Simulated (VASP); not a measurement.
Runs of VASP 6.6.1 on KF. The structure is that of space group Fm-3m (No. 225), or close to it. The cells are those of the table. 

| level | cell | gap on the mesh (eV) | pressure (GPa) |
| --- | --- | --- | --- |
| RPBE | a = 3.897 Å, angles 60.0°, 2 atoms | 6.02 | 1.0 |
| revPBE | a = 3.875 Å, angles 60.0°, 2 atoms | 6.09 | 1.0 |
| RPBE | a = 3.950 Å, angles 60.0°, 2 atoms | (b) | (a) |
| PBE+D4 | a = 3.834 Å, angles 60.0°, 2 atoms | 5.94 | -0.6 |
| revPBE | a = 3.954 Å, angles 60.0°, 2 atoms | 5.81 | -0.5 |

Alike in all rows: task single point; potentials or basis VASP PAW PBE potentials, release 64 (K_sv, F); no spin polarisation; k mesh 8 × 8 × 8; cutoff (eV) 520; smearing gaussian 0.05 eV.

Fill in the values left out.

(a) -0.1; (b) 5.82.

Caveats: the PAW data sets were made with another functional, which shifts forces and pressure a little (at least some runs).

A k mesh can miss the band edges.
